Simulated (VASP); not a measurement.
# CoSi (Pm-3m) in VASP: relaxation of cell and atoms with PBE

Aim: the relaxation of cell and atoms of CoSi with PBE.

Everything below comes from runs of VASP 6.6.1. Logs are shortened: lines on timing, memory, paths and dates and some standing lists are left out, and cuts for length are marked.

## (1) The cell of the first run

It takes space group Pm-3m (No. 221, cubic). The conventional cell has a = 2.781 Å, b = 2.781 Å, c = 2.781 Å, α = 90.00°, β = 90.00°, γ = 90.00°. Co (site symmetry m-3m) has 8 Si at 2.41 Å and 6 Co at 2.78 Å within 3.2 Å. Within 3.2 Å of Si (site symmetry m-3m) lie 8 Co at 2.41 Å and 6 Si at 2.78 Å.

## (2) Relaxation of cell and atoms, PBE, collinear spin, ferromagnetic start

Input file INCAR:

```
SYSTEM = CoSi
PREC = Accurate
ENCUT = 600
EDIFF = 1E-6
ISMEAR = 0
SIGMA = 0.1
LREAL = .FALSE.
LASPH = .TRUE.
NELM = 150
ALGO = Normal
ISIF = 3
LWAVE = .FALSE.
LCHARG = .FALSE.
ISPIN = 2
MAGMOM = 0.81 0
LORBIT = 11
LMAXMIX = 4
GGA = PE
IBRION = 2
NSW = 100
EDIFFG = -0.005
```

Input file KPOINTS:

```
regular mesh
0
G
  16 16 16
  0 0 0
```

Input file POSCAR:

```
CoSi
1.0
    2.7813340000      0.0000000000      0.0000000000
    0.0000000000      2.7813340000      0.0000000000
    0.0000000000      0.0000000000      2.7813340000
Co Si
1 1
Direct
    0.0000000000      0.0000000000      0.0000000000
    0.5000000000      0.5000000000      0.5000000000
```

Potentials or basis: VASP PAW PBE potentials, release 64 (Co, Si).

Run with:

```
$ cat potpaw_PBE.64/Co/POTCAR potpaw_PBE.64/Si/POTCAR > POTCAR
$ mpirun -np 1 vasp_std > vasp.out
```

OUTCAR:

```text
SYSTEM = CoSi
   PREC = Accurate
   ENCUT = 600
   EDIFF = 1E-6
   ISMEAR = 0
   LREAL = .FALSE.
   LASPH = .TRUE.
   NELM = 150
   ISIF = 3
   ISPIN = 2
   LORBIT = 11
   GGA = PE
   IBRION = 2
   NSW = 100
   EDIFFG = -0.005

 ion  position               nearest neighbor table
   1  0.000  0.000  0.000-   2 2.41   2 2.41   2 2.41   2 2.41   2 2.41   2 2.41   2 2.41   2 2.41

   2  0.500  0.500  0.500-   1 2.41   1 2.41   1 2.41   1 2.41   1 2.41   1 2.41   1 2.41   1 2.41

  LATTYP: Found a simple cubic cell.
 ALAT       =     2.7813340000

  Lattice vectors:

 A1 = (   2.7813340000,   0.0000000000,   0.0000000000)
 A2 = (   0.0000000000,   2.7813340000,   0.0000000000)
 A3 = (   0.0000000000,   0.0000000000,   2.7813340000)

Analysis of symmetry for initial positions (statically):
=====================================================================
 Subroutine PRICEL returns:
 Original cell was already a primitive cell.

 Routine SETGRP: Setting up the symmetry group for a
 simple cubic supercell.

 Subroutine GETGRP returns: Found 48 space group operations
 (whereof 48 operations were pure point group operations)
 out of a pool of 48 trial point group operations.

The static configuration has the point symmetry O_h .

Analysis of symmetry for dynamics (positions and initial velocities):
=====================================================================
 Subroutine PRICEL returns:
 Original cell was already a primitive cell.

 Routine SETGRP: Setting up the symmetry group for a
 simple cubic supercell.

 Subroutine GETGRP returns: Found 48 space group operations
 (whereof 48 operations were pure point group operations)
 out of a pool of 48 trial point group operations.

The dynamic configuration has the point symmetry O_h .

Analysis of structural, dynamic, and magnetic symmetry:
=====================================================================
 Subroutine PRICEL returns:
 Original cell was already a primitive cell.

 Routine SETGRP: Setting up the symmetry group for a
 simple cubic supercell.

 Subroutine GETGRP returns: Found 48 space group operations
 (whereof 48 operations were pure point group operations)
 out of a pool of 48 trial point group operations.

The overall configuration has the point symmetry O_h .

 Subroutine INISYM returns: Found 48 space group operations
 (whereof 48 operations are pure point group operations),
 and found     1 'primitive' translations

----------------------------------------------------------------------------------------

                                     Primitive cell

  volume of cell :      21.5159

  direct lattice vectors                    reciprocal lattice vectors
     2.781334000  0.000000000  0.000000000     0.359539703  0.000000000  0.000000000
     0.000000000  2.781334000  0.000000000     0.000000000  0.359539703  0.000000000
     0.000000000  0.000000000  2.781334000     0.000000000  0.000000000  0.359539703

  length of vectors
     2.781334000  2.781334000  2.781334000     0.359539703  0.359539703  0.359539703

  position of ions in fractional coordinates (direct lattice)
     0.000000000  0.000000000  0.000000000
     0.500000000  0.500000000  0.500000000

  ion indices of the primitive-cell ions
   primitive index   ion index
                 1           1
                 2           2

----------------------------------------------------------------------------------------

 KPOINTS: regular mesh

Automatic generation of k-mesh.
 Grid dimensions read from file:
 generate k-points for:   16   16   16

 Generating k-lattice:

  Cartesian coordinates                     Fractional coordinates (reciprocal lattice)
     0.022471231  0.000000000  0.000000000     0.062500000  0.000000000  0.000000000
     0.000000000  0.022471231  0.000000000     0.000000000  0.062500000  0.000000000
     0.000000000  0.000000000  0.022471231     0.000000000  0.000000000  0.062500000

  Length of vectors
     0.022471231  0.022471231  0.022471231

  Shift w.r.t. Gamma in fractional coordinates (k-lattice)
     0.000000000  0.000000000  0.000000000

 Subroutine IBZKPT returns following result:
 ===========================================

 Found    165 irreducible k-points:

 Following reciprocal coordinates:
            Coordinates               Weight
  0.000000  0.000000  0.000000      1.000000
  0.062500  0.000000  0.000000      6.000000
  0.125000  0.000000  0.000000      6.000000
  0.187500  0.000000  0.000000      6.000000
  0.250000  0.000000  0.000000      6.000000
  0.312500  0.000000  0.000000      6.000000
[... 16 lines left out ...]
  0.437500  0.125000  0.000000     24.000000
  0.500000  0.125000  0.000000     12.000000
 [... further k-points ...]
   k-points           NKPTS =    165   k-points in BZ     NKDIM =    165   number of bands    NBANDS=     10
   number of dos      NEDOS =    301   number of ions     NIONS =      2
   total plane-waves  NPLWV =  13824
   dimension x,y,z NGX =    24 NGY =   24 NGZ =   24
   dimension x,y,z NGXF=    48 NGYF=   48 NGZF=   48
   ions per type =               1   1
   NGX,Y,Z   is equivalent  to a cutoff of  14.35, 14.35, 14.35 a.u.
   NGXF,Y,Z  is equivalent  to a cutoff of  28.69, 28.69, 28.69 a.u.
 SYSTEM =  CoSi
   PREC   = accura    normal or accurate (medium, high low for compatibility)
   ISTART =      0    job   : 0-new  1-cont  2-samecut
   ICHARG =      2    charge: 1-file 2-atom 10-const
   ISPIN  =      2    spin polarized calculation?
   LNONCOLLINEAR =      F non collinear calculations
   LSORBIT =      F    spin-orbit coupling
   LASPH  =      T    aspherical Exc in radial PAW
   ENCUT  =  600.0 eV  44.10 Ry    6.64 a.u.   5.56  5.56  5.56*2*pi/ulx,y,z
   NELM   =    150;   NELMIN=  2; NELMDL= -5     # of ELM steps
   EDIFF  = 0.1E-05   stopping-criterion for ELM
   LREAL  =      F    real-space projection
   EDIFFG = -.5E-02   stopping-criterion for IOM
   NSW    =    100    number of steps for IOM
   IBRION =      2    ionic relax: 0-MD 1-quasi-New 2-CG
   NFREE  =      1    steps in history (QN), initial steepest desc. (CG)
   ISIF   =      3    stress and relaxation
   ISYM   =      2    0-nonsym 1-usesym 2-fastsym
   POTIM  = 0.5000    time-step for ionic-motion
   TEBEG  =    0.0;   TEEND  =   0.0 temperature during run
   PSTRESS=    0.0 pullay stress
   NELECT =      13.0000    total number of electrons
   NUPDOWN=      -1.0000    fix difference up-down
   EMIN   =  10.00;   EMAX   =-10.00  energy-range for DOS
   EFERMI =   0.00;   METHOD = LEGACY
   ISMEAR =     0;   SIGMA  =   0.10  broadening in eV -4-tet -1-fermi 0-gaus
   EFERMI_NEDOS =   21; number of points for ismear=-14 and -15
   IALGO  =     38    algorithm
   IMIX   =      4    mixing-type and parameters
     AMIX     =   0.40;   BMIX     =  1.00
     AMIX_MAG =   1.60;   BMIX_MAG =  1.00
  volume/ion in A,a.u.               =      10.76        72.60
  Fermi-wavevector in a.u.,A,eV,Ry     =   1.384000  2.615381 26.061367  1.915456
  Thomas-Fermi vector in A             =   2.508545
   LORBIT       =     11    0 simple, 1 ext, 2 COOP (PROOUT), +10 PAW based schemes
   GGA     = PE    functional components
   LHFCALC =     F    Hartree Fock is set to
   AEXX    =    0.0000 exact exchange contribution
   IVDW    =     0    specifies the selected vdW correction
   LEPSILON=     F    determine dielectric tensor
   LRPA    =     F    only Hartree local field effects (RPA)
 conjugate gradient relaxation of ions
 spin polarized calculation
 Gauss-broadening in eV      SIGMA  =   0.10
  energy-cutoff  :      600.00
  volume of cell :       21.52
 maximum number of plane-waves:       739
 NGX is ok and might be reduce to    24
   NGX = 11   NGY = 11   NGZ = 11

--------------------------------------- Ionic step        1  -------------------------------------------

 number of electron      13.0000003 magnetization       0.5940620

 Free energy of the ion-electron system (eV)
  ---------------------------------------------------
  ext. energy  EPLUGINS =         0.00000000
  ---------------------------------------------------
  free energy    TOTEN  =       -13.28482827 eV

  energy without entropy =      -13.27385117  energy(sigma->0) =      -13.27933972

------------------------ aborting loop because EDIFF is reached ----------------------------------------

  FORCE on cell =-STRESS in cart. coord.  units (eV):
  Direction    XX          YY          ZZ          XY          YZ          ZX
  --------------------------------------------------------------------------------------
  -------------------------------------------------------------------------------------
  Total        0.0825719      0.0825719      0.0825719     -0.0000000     -0.0000000      0.0000000
  in kB        6.1487039      6.1487039      6.1487039     -0.0000000     -0.0000000      0.0000000
  external PRESSURE =       6.1487039 kB  Pullay stress =       0.0000000 kB

 VOLUME and BASIS-vectors are now :
 -----------------------------------------------------------------------------
  energy-cutoff  :      600.00
  volume of cell :       21.52
      direct lattice vectors                 reciprocal lattice vectors
     2.781334000  0.000000000  0.000000000     0.359539703  0.000000000  0.000000000
     0.000000000  2.781334000  0.000000000     0.000000000  0.359539703  0.000000000
     0.000000000  0.000000000  2.781334000     0.000000000  0.000000000  0.359539703
[... 37 lines left out ...]
 POSITION                                       TOTAL-FORCE (eV/Angst)
 -----------------------------------------------------------------------------------
      0.00000      0.00000      0.00000         0.000000      0.000000      0.000000
      1.39344      1.39344      1.39344        -0.000000     -0.000000      0.000000
 -----------------------------------------------------------------------------------
    total drift:                               -0.000000      0.000000      0.000000

  FREE ENERGIE OF THE ION-ELECTRON SYSTEM (eV)
  ---------------------------------------------------
  free  energy   TOTEN  =       -13.2848840932 eV

  energy  without entropy=      -13.2740451809  energy(sigma->0) =      -13.27946464

--------------------------------------- Ionic step        3  -------------------------------------------

 number of electron      13.0000002 magnetization       0.6026309

 Free energy of the ion-electron system (eV)
  ---------------------------------------------------
  ext. energy  EPLUGINS =         0.00000000
  ---------------------------------------------------
  free energy    TOTEN  =       -13.28497419 eV

  energy without entropy =      -13.27409832  energy(sigma->0) =      -13.27953626

 E-fermi :  12.8237     XC(G=0): -12.9253

 val. band max:       12.8190035369   @ k =   0.5000   0.3125   0.1250
 cond. band min:      12.8284821377   @ k =   0.5000   0.2500   0.0625
 fundamental gap:      0.0094786008
 Fermi energy:        12.8237410393

 spin component 1

 k-point     1 :       0.0000    0.0000    0.0000
  band No.  band energies     occupation
      1      -1.4385      1.00000
      2       8.6306      1.00000
      3       8.6306      1.00000
      4      11.1906      1.00000
      5      11.1906      1.00000
      6      11.1906      1.00000
      7      15.7594      0.00000
      8      15.7594      0.00000
      9      15.7594      0.00000
     10      20.1851      0.00000

 k-point     2 :       0.0625    0.0000    0.0000
  band No.  band energies     occupation
      1      -1.3634      1.00000
      2       8.5974      1.00000
      3       8.6552      1.00000
      4      11.1246      1.00000
      5      11.1246      1.00000
      6      11.1962      1.00000
      7      15.2201      0.00000
      8      15.8898      0.00000
      9      15.8898      0.00000
     10      20.1630      0.00000
[... 274 lines left out ...]
 k-point    24 :       0.5000    0.1250    0.0000
  band No.  band energies     occupation
      1       2.6236      1.00000
      2       4.2677      1.00000
      3       9.4135      1.00000
      4       9.7129      1.00000
      5      10.0190      1.00000
      6      11.1824      1.00000
      7      11.9600      1.00000
      8      17.7581      0.00000
      9      20.1572      0.00000
     10      20.7886      0.00000

 [... further k-points ...]

 spin component 2

 k-point     1 :       0.0000    0.0000    0.0000
  band No.  band energies     occupation
      1      -1.4186      1.00000
      2       9.2779      1.00000
      3       9.2779      1.00000
      4      11.5835      1.00000
      5      11.5835      1.00000
      6      11.5835      1.00000
      7      15.7845      0.00000
      8      15.7845      0.00000
      9      15.7845      0.00000
     10      20.4821      0.00000

 k-point     2 :       0.0625    0.0000    0.0000
  band No.  band energies     occupation
      1      -1.3436      1.00000
      2       9.2236      1.00000
      3       9.3060      1.00000
      4      11.5108      1.00000
      5      11.5108      1.00000
      6      11.5893      1.00000
      7      15.3122      0.00000
      8      15.9210      0.00000
      9      15.9210      0.00000
     10      20.4511      0.00000
[... 308 lines left out ...]
 POSITION                                       TOTAL-FORCE (eV/Angst)
 -----------------------------------------------------------------------------------
      0.00000      0.00000      0.00000         0.000000     -0.000000      0.000000
      1.39228      1.39228      1.39228        -0.000000      0.000000      0.000000
 -----------------------------------------------------------------------------------
    total drift:                               -0.000000      0.000000      0.000000

  FREE ENERGIE OF THE ION-ELECTRON SYSTEM (eV)
  ---------------------------------------------------
  free  energy   TOTEN  =       -13.2849741920 eV

  energy  without entropy=      -13.2740983220  energy(sigma->0) =      -13.27953626

 reached required accuracy - stopping structural energy minimisation

 total charge

# of ion       s       p       d       tot
------------------------------------------
    1        0.437   0.588   7.570   8.595
    2        0.712   0.861   0.000   1.573
--------------------------------------------------
tot          1.149   1.449   7.570  10.169

 magnetization (x)

# of ion       s       p       d       tot
------------------------------------------
    1        0.008   0.003   0.586   0.597
    2        0.004   0.013   0.000   0.018
--------------------------------------------------
tot          0.012   0.016   0.586   0.614
```

Wall time 2 min (1 thread of Oxide Virtual Turin-like, shared host); peak memory 0.18 GiB.

Results:

| Item | Value |
| --- | --- |
| Free energy | -13.2850 eV |
| Relaxed volume | 10.80 Å³/atom |
| Relaxed cell | a = 2.785 Å, b = 2.785 Å, c = 2.785 Å, α = 90.00°, β = 90.00°, γ = 90.00° |
| Space group after relaxing (to 0.1 Å) | Pm-3m (No. 221) |
| Energy gained by relaxing | 0.1 meV/atom |
| Ionic steps | 3 |
| Pressure after relaxing | 0.0 GPa |
| Net moment | 0.60 μB per cell |
| Site moments | Co +0.60; Si +0.02 μB |
| Valence electrons inside the program's atomic spheres | Co 8.60; Si 1.57 |

The path:
```tsv
step	energy change (eV)	largest force (eV/Å)	pressure (GPa)	volume (Å³)
1	0.0000	0.0000	0.61	21.52
2	-0.0001	0.0000	-0.60	21.64
3	-0.0001	0.0000	0.03	21.59
```

Final structure:
```xyz
2
Lattice="2.7846 0.0000 0.0000 0.0000 2.7846 0.0000 0.0000 0.0000 2.7846" Properties=species:S:1:pos:R:3 pbc="T T T"
Co    0.0000    0.0000    0.0000
Si    1.3923    1.3923    1.3923
```
